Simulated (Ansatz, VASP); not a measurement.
# One calculation of TiC, two programs

```xyz
2
Lattice="3.0453 0.0000 0.0000 -1.5226 2.6373 0.0000 0.0000 0.0000 2.6939" Properties=species:S:1:pos:R:3 pbc="T T T"
Ti    0.0000    0.0000    0.0000
C     0.0000    1.7582    1.3470
```

Alike in both runs: task single point; functional PBE; k mesh 16 × 16 × 14; occupations gaussian, width 0.05 eV; no spin polarisation.

|  | VASP | Ansatz |
| --- | --- | --- |
| version | VASP 6.6.1 | Ansatz 0.2.0 |
| potentials or method | VASP PAW PBE potentials, release 64 (Ti_sv, C), cutoff 520 eV | all-electron LAPW, scalar-relativistic |

```csv
,VASP,Ansatz,Ansatz less VASP
pressure (GPa),0.1,0.0,-0.17
"traceless stress, the component that is largest in VASP (GPa)",0.32,0.32,+0.008
```

Ansatz ran all-electron here, and VASP with PAW potentials.
